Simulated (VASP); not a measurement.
Runs of VASP 6.6.1 on InSe2. The structure is that of space group P4mm (No. 99), or close to it. The cells are those of the table. 

```csv
cell,gap on the mesh (eV),pressure (GPa),largest force (eV/Å)
"a = 3.887, b = 3.887, c = 10.733 Å, 6 atoms",none,-0.4,0.53
"a = 3.887, b = 3.887, c = 11.733 Å, 6 atoms",none,-0.3,0.57
"a = 3.887, b = 3.887, c = 10.233 Å, 6 atoms",none,-0.5,(a)
"a = 3.887, b = 3.887, c = 12.733 Å, 6 atoms",none,-0.3,(b)
```

Alike in all rows: task single point; level PBE; potentials or basis VASP PAW PBE potentials, release 64 (In_d, Se); no spin polarisation; k mesh 12 × 12 × 5; cutoff (eV) 520; smearing gaussian 0.15 eV.

Task: Estimate the missing entries.

Result: (a) 0.40; (b) 0.58.

Caveats: spin-orbit coupling is left out, which moves the levels of the heavy elements.

A k mesh can miss the band edges, and the runs leave out spin-orbit coupling on In, Se.

A gap of «none» marks levels without a gap at the run's occupations.
